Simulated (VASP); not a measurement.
# Te (P6_3/mmc) in VASP: notebook, part 2 of 2

VASP 6.6.1. Earlier steps stand in the parts before.

## 5. Single point, PBE (31.47 Å³/atom)

This run uses another cell than the first one, of 31.47 Å³/atom.

INCAR reads:

```
SYSTEM = Te
  ALGO = Normal
  EDIFF = 1E-6
  ENCUT = 520
  GGA = PE
  ISIF = 2
  ISMEAR = -1
  LASPH = .True.
  LCHARG = .False.
  LREAL = .False.
  LWAVE = .False.
  NBANDS = 13
  NELM = 60
  PREC = Accurate
  SIGMA = 0.1
```

KPOINTS reads:

```
k-points
0
Gamma
  15 15 12
  0 0 0
```

POSCAR reads:

```
Te
1.0
    4.0579773944      0.0000000000      0.0000000000
   -2.0289886972      3.5143115116      0.0000000000
    0.0000000000      0.0000000000      4.4134404670
Te
2
Direct
    0.3333333333      0.6666666667      0.2500000000
    0.6666666667      0.3333333333      0.7500000000
```

Potentials or basis: VASP PAW PBE potentials, release 64 (Te).

On the command line:

```
> cat potpaw_PBE.64/Te/POTCAR > POTCAR
> mpirun -np 1 vasp_std > vasp.out
```

OUTCAR:

```text
SYSTEM = Te
   EDIFF = 1E-6
   ENCUT = 520
   GGA = PE
   ISIF = 2
   ISMEAR = -1
   LASPH = .True.
   LREAL = .False.
   NELM = 60
   PREC = Accurate

 ion  position               nearest neighbor table
   1  0.333  0.667  0.250-   2 3.22   2 3.22   2 3.22   2 3.22   2 3.22   2 3.22
   2  0.667  0.333  0.750-   1 3.22   1 3.22   1 3.22   1 3.22   1 3.22   1 3.22

  LATTYP: Found a hexagonal cell.
 ALAT       =     4.0579773944
 C/A-ratio  =     1.0875961195

  Lattice vectors:

[... 572 lines left out ...]
------------------------ aborting loop because EDIFF is reached ----------------------------------------

  FORCE on cell =-STRESS in cart. coord.  units (eV):
  Direction    XX          YY          ZZ          XY          YZ          ZX
  --------------------------------------------------------------------------------------
  -------------------------------------------------------------------------------------
  Total        0.0357161      0.0357161     -0.1828550      0.0000000      0.0000000      0.0000000
  in kB        0.9091748      0.9091748     -4.6546853      0.0000000      0.0000000      0.0000000
  external PRESSURE =      -0.9454452 kB  Pullay stress =       0.0000000 kB

 VOLUME and BASIS-vectors are now :
 -----------------------------------------------------------------------------
  energy-cutoff  :      520.00
  volume of cell :       62.94
      direct lattice vectors                 reciprocal lattice vectors
     4.057977394  0.000000000  0.000000000     0.246428184  0.142275378  0.000000000
    -2.028988697  3.514311512  0.000000000     0.000000000  0.284550757  0.000000000
     0.000000000  0.000000000  4.413440467     0.000000000  0.000000000  0.226580602

 POSITION                                       TOTAL-FORCE (eV/Angst)
 -----------------------------------------------------------------------------------
     -0.00000      2.34287      1.10336        -0.000000     -0.000000      0.000000
      2.02899      1.17144      3.31008         0.000000      0.000000      0.000000
 -----------------------------------------------------------------------------------
    total drift:                               -0.000000      0.000000     -0.000000

  FREE ENERGIE OF THE ION-ELECTRON SYSTEM (eV)
  ---------------------------------------------------
  free  energy   TOTEN  =        -5.9464714831 eV

  energy  without entropy=       -5.9008328794  energy(sigma->0) =       -5.92365218
```

OSZICAR:

```text
N       E                     dE             d eps       ncg     rms          rms(c)
DAV:   1     0.455471915903E+02    0.45547E+02   -0.45823E+03  4914   0.748E+02
DAV:   2    -0.327130238004E+01   -0.48818E+02   -0.46559E+02  6693   0.114E+02
DAV:   3    -0.590411744489E+01   -0.26328E+01   -0.26139E+01  6350   0.292E+01
DAV:   4    -0.594177710055E+01   -0.37660E-01   -0.37653E-01  5869   0.418E+00
DAV:   5    -0.594253444491E+01   -0.75734E-03   -0.75734E-03  6422   0.581E-01    0.948E+00
DAV:   6    -0.594445328098E+01   -0.19188E-02   -0.32049E-03  5779   0.339E-01    0.586E+00
DAV:   7    -0.594647939858E+01   -0.20261E-02   -0.64492E-03  5814   0.485E-01    0.188E-01
DAV:   8    -0.594646804026E+01    0.11358E-04   -0.19528E-04  5984   0.853E-02    0.101E-01
DAV:   9    -0.594647240820E+01   -0.43679E-05   -0.15658E-05  6247   0.251E-02    0.211E-02
DAV:  10    -0.594647148311E+01    0.92508E-06   -0.10397E-06  4350   0.626E-03
   1 F= -.59464715E+01 E0= -.59236522E+01  d E =-.456386E-01
```

It took 55 s on 1 thread of Intel Xeon 6975P-C (Granite Rapids), shared host; peak memory 0.27 GiB.

What came out:

```yaml
Free_energy: -5.9465 eV
Pressure: -0.1 GPa
Band_gap_on_the_k_mesh: zero (bands 6 and 7 overlap by 2.34 eV)
```

Stress tensor (GPa, compression positive):
```
 0.09  0.00  0.00
 0.00  0.09  0.00
 0.00  0.00 -0.47
```

Caveat: spin-orbit coupling is left out, which moves the levels of the heavy elements.

## 6. Single point, PBE (32.73 Å³/atom)

This run uses another cell than the first one, of 32.73 Å³/atom.

INCAR reads:

```
SYSTEM = Te
PREC = Accurate
ENCUT = 520
EDIFF = 1E-6
ISMEAR = -1
SIGMA = 0.1
LREAL = .FALSE.
LASPH = .TRUE.
NELM = 80
ALGO = Normal
ISIF = 2
LWAVE = .FALSE.
LCHARG = .TRUE.
GGA = PE
LELF = .TRUE.
LVHAR = .TRUE.
NBANDS = 13
```

KPOINTS reads:

```
Automatic mesh
0
G
  15 15 12
  0 0 0
```

POSCAR reads:

```
Te
1.0
    4.1113779576      0.0000000000      0.0000000000
   -2.0556889788      3.5605577559      0.0000000000
    0.0000000000      0.0000000000      4.4715187123
Te
2
Direct
    0.3333333333      0.6666666667      0.2500000000
    0.6666666667      0.3333333333      0.7500000000
```

Potentials or basis: VASP PAW PBE potentials, release 64 (Te).

On the command line:

```
> cat potpaw_PBE.64/Te/POTCAR > POTCAR
> mpirun -np 1 vasp_std > vasp.out
```

OUTCAR:

```text
SYSTEM = Te
   PREC = Accurate
   ENCUT = 520
   EDIFF = 1E-6
   ISMEAR = -1
   LREAL = .FALSE.
   LASPH = .TRUE.
   NELM = 80
   ISIF = 2
   GGA = PE

 ion  position               nearest neighbor table
   1  0.333  0.667  0.250-   2 3.26   2 3.26   2 3.26   2 3.26   2 3.26   2 3.26
   2  0.667  0.333  0.750-   1 3.26   1 3.26   1 3.26   1 3.26   1 3.26   1 3.26

  LATTYP: Found a hexagonal cell.
 ALAT       =     4.1113779576
 C/A-ratio  =     1.0875961195

  Lattice vectors:

 A1 = (   4.1113779576,   0.0000000000,   0.0000000000)
 A2 = (  -2.0556889788,   3.5605577559,   0.0000000000)
 A3 = (   0.0000000000,   0.0000000000,   4.4715187123)

Analysis of symmetry for initial positions (statically):
=====================================================================
 Subroutine PRICEL returns:
 Original cell was already a primitive cell.

 Routine SETGRP: Setting up the symmetry group for a
 hexagonal supercell.

 Subroutine GETGRP returns: Found 24 space group operations
 (whereof 12 operations were pure point group operations)
 out of a pool of 24 trial point group operations.

The static configuration has the point symmetry D_3d.
[... 178 lines left out ...]
      7       7.0943      0.00039
      8       9.3201      0.00000
      9       9.5702      0.00000
     10      12.1118      0.00000
     11      14.0760      0.00000
     12      14.0760      0.00000
     13      15.3215      0.00000
[... 354 lines left out ...]
  band No.  band energies     occupation
      1      -5.2762      2.00000
      2      -4.3893      2.00000
      3       1.7142      2.00000
      4       4.1096      2.00000
      5       4.1326      2.00000
      6       5.2773      1.99987
      7       5.3061      1.99982
      8       7.4458      0.00001
      9      10.8973      0.00000
     10      11.8271      0.00000
     11      14.3369      0.00000
     12      14.4367      0.00000
     13      16.8405      0.00000

 [... further k-points ...]

------------------------ aborting loop because EDIFF is reached ----------------------------------------

  FORCE on cell =-STRESS in cart. coord.  units (eV):
  Direction    XX          YY          ZZ          XY          YZ          ZX
  --------------------------------------------------------------------------------------
  -------------------------------------------------------------------------------------
  Total       -0.5330986     -0.5330986     -1.1754280      0.0000000      0.0000000      0.0000000
  in kB      -13.0484104    -13.0484104    -28.7704148      0.0000000      0.0000000      0.0000000
  external PRESSURE =     -18.2890785 kB  Pullay stress =       0.0000000 kB

 VOLUME and BASIS-vectors are now :
 -----------------------------------------------------------------------------
  energy-cutoff  :      520.00
  volume of cell :       65.46
      direct lattice vectors                 reciprocal lattice vectors
     4.111377958  0.000000000  0.000000000     0.243227456  0.140427437  0.000000000
    -2.055688979  3.560557756  0.000000000     0.000000000  0.280854874  0.000000000
     0.000000000  0.000000000  4.471518712     0.000000000  0.000000000  0.223637664

 POSITION                                       TOTAL-FORCE (eV/Angst)
 -----------------------------------------------------------------------------------
     -0.00000      2.37371      1.11788        -0.000000      0.000000      0.000000
      2.05569      1.18685      3.35364         0.000000     -0.000000      0.000000
 -----------------------------------------------------------------------------------
    total drift:                               -0.000000      0.000000      0.000000

  FREE ENERGIE OF THE ION-ELECTRON SYSTEM (eV)
  ---------------------------------------------------
  free  energy   TOTEN  =        -5.9308741291 eV

  energy  without entropy=       -5.8833619630  energy(sigma->0) =       -5.90711805
```

stdout:

```text
POSCAR found type information on POSCAR Te
 POSCAR found :  1 types and       2 ions
 scaLAPACK will be used
 LDA part: xc-table for (Slater+PW92), standard interpolation
 POSCAR, INCAR and KPOINTS ok, starting setup
 FFT: planning ... GRIDC
 FFT: planning ... GRID_SOFT
 FFT: planning ... GRID
 WAVECAR not read
 entering main loop
```

Run time: 48 s. Hardware: 1 thread of Intel Xeon 6975P-C (Granite Rapids), shared host; peak memory 0.28 GiB.

Results:

```
Free energy            : -5.9309 eV
Pressure               : -1.8 GPa
Band gap on the k mesh : zero (bands 6 and 7 overlap by 2.29 eV)
```

Stress tensor (GPa, compression positive):
```
-1.30  0.00  0.00
 0.00 -1.30  0.00
 0.00  0.00 -2.88
```

Caveat: spin-orbit coupling is left out, which moves the levels of the heavy elements.

## 7. The runs side by side

| task | cell | k mesh | cutoff (eV) | gap on the mesh (eV) | pressure (GPa) |
| --- | --- | --- | --- | --- | --- |
| relaxation of cell and atoms | relaxed from a = 3.442, b = 3.442, c = 5.621 Å, angles 90.0, 90.0, 120.0°, 2 atoms | 11 × 11 × 6 | 600 | none | 0.0 |
| single point | a = 3.947, b = 3.947, c = 4.292 Å, angles 90.0, 90.0, 120.0°, 2 atoms | 15 × 15 × 12 | 520 | none | 4.8 |
| single point | a = 4.003, b = 4.003, c = 4.354 Å, angles 90.0, 90.0, 120.0°, 2 atoms | 15 × 15 × 12 | 520 | none | 2.1 |
| single point | a = 4.058, b = 4.058, c = 4.413 Å, angles 90.0, 90.0, 120.0°, 2 atoms | 15 × 15 × 12 | 520 | none | -0.1 |
| single point | a = 4.111, b = 4.111, c = 4.472 Å, angles 90.0, 90.0, 120.0°, 2 atoms | 15 × 15 × 12 | 520 | none | -1.8 |

Alike in all rows: level PBE; potentials or basis VASP PAW PBE potentials, release 64 (Te); no spin polarisation; smearing fermi-dirac 0.1 eV.

Caveats: spin-orbit coupling is left out, which moves the levels of the heavy elements; a cell axis changed by over 15 % at a fixed basis, so the end point is rough (at least some runs); the cell stands under pressure (at least some runs).

Absolute energies hang on the potentials; compare differences alone.
